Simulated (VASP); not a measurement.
# TeBr6 (P4/mnc) in VASP: notebook, part 2 of 3

VASP 6.6.1. The steps go on from the part before.

### Step 3. Electric field gradients, r2SCAN

POSCAR reads:

```
TeBr6
1.0
    7.4280410000      0.0000000000      0.0000000000
    0.0000000000      7.4280410000      0.0000000000
    0.0000000000      0.0000000000     11.0806000000
Te Br
2 12
Direct
    0.5000000000      0.5000000000      0.5000000000
    0.0000000000      0.0000000000      0.0000000000
    0.5000000000      0.5000000000      0.2683740000
    0.0000000000      0.0000000000      0.7683740000
    0.5000000000      0.5000000000      0.7316260000
    0.0000000000      0.0000000000      0.2316260000
    0.7809720000      0.7052570000      0.5000000000
    0.2190280000      0.2947430000      0.5000000000
    0.7190280000      0.2052570000      0.0000000000
    0.2809720000      0.7947430000      0.0000000000
    0.7052570000      0.2190280000      0.5000000000
    0.2947430000      0.7809720000      0.5000000000
    0.2052570000      0.2809720000      0.0000000000
    0.7947430000      0.7190280000      0.0000000000
```

INCAR.step1 reads:

```
SYSTEM = TeBr6
ALGO = Normal
EDIFF = 1E-4
ENCUT = 520
GGA = PE
ISMEAR = -1
LASPH = .True.
LCHARG = .False.
LREAL = .False.
LWAVE = .True.
NBANDS = 61
NELM = 100
PREC = Accurate
SIGMA = 0.05
```

INCAR.step2 reads:

```
SYSTEM = TeBr6
ALGO = Normal
EDIFF = 1E-8
ENCUT = 520
ISIF = 2
ISMEAR = -1
ISTART = 1
LASPH = .True.
LCHARG = .False.
LEFG = .True.
LMIXTAU = .True.
LREAL = .False.
LWAVE = .False.
METAGGA = R2SCAN
NBANDS = 61
NELM = 100
PREC = Accurate
SIGMA = 0.05
```

KPOINTS reads:

```
k-points
0
Gamma
  5 5 3
  0 0 0
```

Potentials or basis: VASP PAW PBE potentials, release 64 (Te, Br).

Command:

```
> cat potpaw_PBE.64/Te/POTCAR potpaw_PBE.64/Br/POTCAR > POTCAR
> cp INCAR.step1 INCAR
> mpirun -np 1 vasp_std > vasp.out
> cp INCAR.step2 INCAR
> mpirun -np 1 vasp_std > vasp.out
```

OUTCAR:

```text
SYSTEM = TeBr6
   EDIFF = 1E-8
   ENCUT = 520
   ISIF = 2
   ISMEAR = -1
   ISTART = 1
   LASPH = .True.
   LREAL = .False.
   METAGGA = R2SCAN
   NELM = 100
   PREC = Accurate

 ion  position               nearest neighbor table
   1  0.500  0.500  0.500-   3 2.57   5 2.57   7 2.58   8 2.58  11 2.58  12 2.58
   2  0.000  0.000  0.000-   4 2.57   6 2.57   9 2.58  10 2.58  13 2.58  14 2.58
   3  0.500  0.500  0.268-   1 2.57
   4  0.000  0.000  0.768-   2 2.57
   5  0.500  0.500  0.732-   1 2.57
   6  0.000  0.000  0.232-   2 2.57
   7  0.781  0.705  0.500-   1 2.58
   8  0.219  0.295  0.500-   1 2.58
   9  0.719  0.205  0.000-   2 2.58
  10  0.281  0.795  0.000-   2 2.58
  11  0.705  0.219  0.500-   1 2.58
  12  0.295  0.781  0.500-   1 2.58
  13  0.205  0.281  0.000-   2 2.58
  14  0.795  0.719  0.000-   2 2.58

  LATTYP: Found a simple tetragonal cell.
 ALAT       =     7.4280410000
 C/A-ratio  =     1.4917257457

  Lattice vectors:

 A1 = (   7.4280410000,   0.0000000000,   0.0000000000)
 A2 = (   0.0000000000,   7.4280410000,   0.0000000000)
 A3 = (   0.0000000000,   0.0000000000,  11.0806000000)

Analysis of symmetry for initial positions (statically):
=====================================================================
 Subroutine PRICEL returns:
 Original cell was already a primitive cell.

 Routine SETGRP: Setting up the symmetry group for a
 simple tetragonal supercell.

 Subroutine GETGRP returns: Found 16 space group operations
 (whereof  8 operations were pure point group operations)
 out of a pool of 16 trial point group operations.

The static configuration has the point symmetry C_4h.
 The point group associated with its full space group is D_4h.

Analysis of symmetry for dynamics (positions and initial velocities):
=====================================================================
 Subroutine PRICEL returns:
[... 965 lines left out ...]
      2.18936      5.80109      5.54030         0.135343     -0.106113     -0.000000
      1.52466      2.08707      0.00000        -0.135343     -0.106113      0.000000
      5.90338      5.34097      0.00000         0.135343      0.106113     -0.000000
 -----------------------------------------------------------------------------------
    total drift:                               -0.000000     -0.000000     -0.000000

  FREE ENERGIE OF THE ION-ELECTRON SYSTEM (eV)
  ---------------------------------------------------
  free  energy   TOTEN  =      -211.6914064224 eV

  energy  without entropy=     -211.6619913412  energy(sigma->0) =     -211.67669888

 Electric field gradients (V/A^2)
---------------------------------------------------------------------
 ion       V_xx      V_yy      V_zz      V_xy      V_xz      V_yz
---------------------------------------------------------------------
   1       5.986     5.986   -11.972     0.000     0.000     0.000
   2       5.986     5.986   -11.972    -0.000     0.000     0.000
   3    -357.915  -357.915   715.831    -0.000    -0.000     0.000
   4    -357.915  -357.915   715.831     0.000    -0.000     0.000
   5    -357.915  -357.915   715.831    -0.000     0.000     0.000
   6    -357.915  -357.915   715.831    -0.000     0.000     0.000
   7     360.068     5.055  -365.124   476.575     0.000     0.000
   8     360.068     5.055  -365.124   476.575    -0.000    -0.000
   9     360.068     5.055  -365.124  -476.575    -0.000     0.000
  10     360.068     5.055  -365.124  -476.575     0.000     0.000
  11       5.055   360.068  -365.124  -476.575     0.000    -0.000
  12       5.055   360.068  -365.124  -476.575     0.000     0.000
  13       5.055   360.068  -365.124   476.575    -0.000    -0.000
  14       5.055   360.068  -365.124   476.575     0.000     0.000
---------------------------------------------------------------------

 Electric field gradients after diagonalization (V/A^2)
 (convention: |V_zz| > |V_xx| > |V_yy|)
----------------------------------------------------------------------
 ion       V_xx      V_yy      V_zz     asymmetry (V_yy - V_xx)/ V_zz
----------------------------------------------------------------------
   1       5.986     5.986   -11.972       0.000
   2       5.986     5.986   -11.972       0.000
   3    -357.915  -357.915   715.831       0.000
   4    -357.915  -357.915   715.831       0.000
   5    -357.915  -357.915   715.831       0.000
   6    -357.915  -357.915   715.831       0.000
   7    -365.124  -325.997   691.121       0.057
   8    -365.124  -325.997   691.121       0.057
   9    -365.124  -325.997   691.121       0.057
  10    -365.124  -325.997   691.121       0.057
  11    -365.124  -325.997   691.121       0.057
  12    -365.124  -325.997   691.121       0.057
  13    -365.124  -325.997   691.121       0.057
  14    -365.124  -325.997   691.121       0.057
----------------------------------------------------------------------

           NMR quadrupolar parameters

 Cq : quadrupolar parameter    Cq=e*Q*V_zz/h
 eta: asymmetry parameters     (V_yy - V_xx)/ V_zz
 Q  : nuclear electric quadrupole moment in mb (millibarn)
----------------------------------------------------------------------
 ion       Cq(MHz)       eta       Q (mb)
----------------------------------------------------------------------
   1      -0.029       0.000       1.000
   2      -0.029       0.000       1.000
   3       1.731       0.000       1.000
   4       1.731       0.000       1.000
   5       1.731       0.000       1.000
   6       1.731       0.000       1.000
   7       1.671       0.057       1.000
   8       1.671       0.057       1.000
   9       1.671       0.057       1.000
  10       1.671       0.057       1.000
  11       1.671       0.057       1.000
  12       1.671       0.057       1.000
  13       1.671       0.057       1.000
  14       1.671       0.057       1.000
----------------------------------------------------------------------
```

OUTCAR.step1:

```text
SYSTEM = TeBr6
   EDIFF = 1E-4
   ENCUT = 520
   GGA = PE
   ISMEAR = -1
   LASPH = .True.
[... 1013 lines left out ...]
      2.18936      5.80109      5.54030        -0.047838      0.117152     -0.000000
      1.52466      2.08707      0.00000         0.047838      0.117152      0.000000
      5.90338      5.34097      0.00000        -0.047838     -0.117152     -0.000000
 -----------------------------------------------------------------------------------
    total drift:                               -0.000000     -0.000000     -0.000000

  FREE ENERGIE OF THE ION-ELECTRON SYSTEM (eV)
  ---------------------------------------------------
  free  energy   TOTEN  =       -27.3382882255 eV

  energy  without entropy=      -27.2752065776  energy(sigma->0) =      -27.30674740
```

Run time: 28 min. Hardware: 1 thread of AMD EPYC 9R45 (Zen 5), shared host; peak memory 0.81 GiB.

Results:

- Free energy: -211.6914 eV
- Pressure: -0.8 GPa
- Largest force: 0.172 eV/Å

Forces on the atoms (eV/Å):
```
Te   0.000  0.000  0.000
Te   0.000  0.000  0.000
Br   0.000  0.000  0.156
Br   0.000  0.000  0.156
Br   0.000  0.000 -0.156
Br   0.000  0.000 -0.156
Br  -0.106 -0.135  0.000
Br   0.106  0.135  0.000
Br   0.106 -0.135  0.000
Br  -0.106  0.135  0.000
Br  -0.135  0.106  0.000
Br   0.135 -0.106  0.000
Br  -0.135 -0.106  0.000
Br   0.135  0.106  0.000
```

Electric field gradients, principal values (V/Å²):
| atom | least | middle | greatest (by size) |
| --- | --- | --- | --- |
| 1 Te | 5.986 | 5.986 | -11.972 |
| 2 Te | 5.986 | 5.986 | -11.972 |
| 3 Br | -357.915 | -357.915 | 715.831 |
| 4 Br | -357.915 | -357.915 | 715.831 |
| 5 Br | -357.915 | -357.915 | 715.831 |
| 6 Br | -357.915 | -357.915 | 715.831 |
| 7 Br | -325.997 | -365.124 | 691.121 |
| 8 Br | -325.997 | -365.124 | 691.121 |
| 9 Br | -325.997 | -365.124 | 691.121 |
| 10 Br | -325.997 | -365.124 | 691.121 |
| 11 Br | -325.997 | -365.124 | 691.121 |
| 12 Br | -325.997 | -365.124 | 691.121 |
| 13 Br | -325.997 | -365.124 | 691.121 |
| 14 Br | -325.997 | -365.124 | 691.121 |

Caveat: without QUAD_EFG the Cq values of the log hold for a quadrupole moment of 1 mb, not for the nuclei; the PAW data sets were made with another functional, which shifts forces and pressure a little.

### Step 4. Electric field gradients, PBE

INCAR reads:

```
PREC = Accurate ; ENCUT = 520
EDIFF = 1E-8 ; ISMEAR = -1
SIGMA = 0.05 ; LREAL = F
LASPH = T ; NELM = 100
ALGO = Normal ; ISIF = 2
LWAVE = F ; LCHARG = F
GGA = PE ; LEFG = T
NBANDS = 61
```

KPOINTS reads:

```
regular mesh
0
Gamma
  5 5 3
```

POSCAR is that of step 3.

Potentials or basis: VASP PAW PBE potentials, release 64 (Te, Br).

Command:

```
> cat potpaw_PBE.64/Te/POTCAR potpaw_PBE.64/Br/POTCAR > POTCAR
> mpirun -np 1 vasp_std > vasp.out
```

OUTCAR:

```text
PREC = Accurate
   ENCUT = 520
   EDIFF = 1E-8
   ISMEAR = -1
   LREAL = F
   LASPH = T
   NELM = 100
   ISIF = 2
   GGA = PE

 ion  position               nearest neighbor table
   1  0.500  0.500  0.500-   3 2.57   5 2.57   7 2.58   8 2.58  11 2.58  12 2.58
   2  0.000  0.000  0.000-   4 2.57   6 2.57   9 2.58  10 2.58  13 2.58  14 2.58
   3  0.500  0.500  0.268-   1 2.57
   4  0.000  0.000  0.768-   2 2.57
   5  0.500  0.500  0.732-   1 2.57
   6  0.000  0.000  0.232-   2 2.57
   7  0.781  0.705  0.500-   1 2.58
   8  0.219  0.295  0.500-   1 2.58
   9  0.719  0.205  0.000-   2 2.58
  10  0.281  0.795  0.000-   2 2.58
  11  0.705  0.219  0.500-   1 2.58
  12  0.295  0.781  0.500-   1 2.58
  13  0.205  0.281  0.000-   2 2.58
  14  0.795  0.719  0.000-   2 2.58

  LATTYP: Found a simple tetragonal cell.
 ALAT       =     7.4280410000
 C/A-ratio  =     1.4917257457

  Lattice vectors:

 A1 = (   7.4280410000,   0.0000000000,   0.0000000000)
 A2 = (   0.0000000000,   7.4280410000,   0.0000000000)
 A3 = (   0.0000000000,   0.0000000000,  11.0806000000)

Analysis of symmetry for initial positions (statically):
=====================================================================
 Subroutine PRICEL returns:
[... 1003 lines left out ...]
   8     340.134     5.605  -345.739   454.123    -0.000    -0.000
   9     340.134     5.605  -345.739  -454.123    -0.000     0.000
  10     340.134     5.605  -345.739  -454.123     0.000     0.000
  11       5.605   340.134  -345.739  -454.123     0.000     0.000
  12       5.605   340.134  -345.739  -454.123     0.000     0.000
  13       5.605   340.134  -345.739   454.123    -0.000    -0.000
  14       5.605   340.134  -345.739   454.123     0.000     0.000
---------------------------------------------------------------------

 Electric field gradients after diagonalization (V/A^2)
 (convention: |V_zz| > |V_xx| > |V_yy|)
----------------------------------------------------------------------
 ion       V_xx      V_yy      V_zz     asymmetry (V_yy - V_xx)/ V_zz
----------------------------------------------------------------------
   1       5.568     5.568   -11.136       0.000
   2       5.568     5.568   -11.136       0.000
   3    -339.030  -339.030   678.059       0.000
   4    -339.030  -339.030   678.059       0.000
   5    -339.030  -339.030   678.059       0.000
   6    -339.030  -339.030   678.059       0.000
   7    -345.739  -311.078   656.817       0.053
   8    -345.739  -311.078   656.817       0.053
   9    -345.739  -311.078   656.817       0.053
  10    -345.739  -311.078   656.817       0.053
  11    -345.739  -311.078   656.817       0.053
  12    -345.739  -311.078   656.817       0.053
  13    -345.739  -311.078   656.817       0.053
  14    -345.739  -311.078   656.817       0.053
----------------------------------------------------------------------

           NMR quadrupolar parameters

 Cq : quadrupolar parameter    Cq=e*Q*V_zz/h
 eta: asymmetry parameters     (V_yy - V_xx)/ V_zz
 Q  : nuclear electric quadrupole moment in mb (millibarn)
----------------------------------------------------------------------
 ion       Cq(MHz)       eta       Q (mb)
----------------------------------------------------------------------
   1      -0.027       0.000       1.000
   2      -0.027       0.000       1.000
   3       1.640       0.000       1.000
   4       1.640       0.000       1.000
   5       1.640       0.000       1.000
   6       1.640       0.000       1.000
   7       1.588       0.053       1.000
   8       1.588       0.053       1.000
   9       1.588       0.053       1.000
  10       1.588       0.053       1.000
  11       1.588       0.053       1.000
  12       1.588       0.053       1.000
  13       1.588       0.053       1.000
  14       1.588       0.053       1.000
----------------------------------------------------------------------
```

It took 15 min on 1 thread of Intel Xeon Platinum 8259CL at 2.50GHz (Skylake/Cascade Lake), shared host; peak memory 0.74 GiB.

What came out:

* Free energy: -27.3383 eV
* Pressure: 0.3 GPa
* Largest force: 0.146 eV/Å

Forces on the atoms (eV/Å):
```
Te   0.000  0.000  0.000
Te   0.000  0.000  0.000
Br   0.000  0.000 -0.146
Br   0.000  0.000 -0.146
Br   0.000  0.000  0.146
Br   0.000  0.000  0.146
Br   0.118  0.050  0.000
Br  -0.118 -0.050  0.000
Br  -0.118  0.050  0.000
Br   0.118 -0.050  0.000
Br   0.050 -0.118  0.000
Br  -0.050  0.118  0.000
Br   0.050  0.118  0.000
Br  -0.050 -0.118  0.000
```

Stress tensor (GPa, compression positive):
```
0.17 0.00 0.00
0.00 0.17 0.00
0.00 0.00 0.50
```

Electric field gradients, principal values (V/Å²):
```
 atom     least    middle  greatest (by size)
 1 Te     5.568     5.568             -11.136
 2 Te     5.568     5.568             -11.136
 3 Br  -339.030  -339.030             678.059
 4 Br  -339.030  -339.030             678.059
 5 Br  -339.030  -339.030             678.059
 6 Br  -339.030  -339.030             678.059
 7 Br  -311.078  -345.739             656.817
 8 Br  -311.078  -345.739             656.817
 9 Br  -311.078  -345.739             656.817
10 Br  -311.078  -345.739             656.817
11 Br  -311.078  -345.739             656.817
12 Br  -311.078  -345.739             656.817
13 Br  -311.078  -345.739             656.817
14 Br  -311.078  -345.739             656.817
```

Caveat: without QUAD_EFG the Cq values of the log hold for a quadrupole moment of 1 mb, not for the nuclei.

(Part 2 of 3 ends here.)
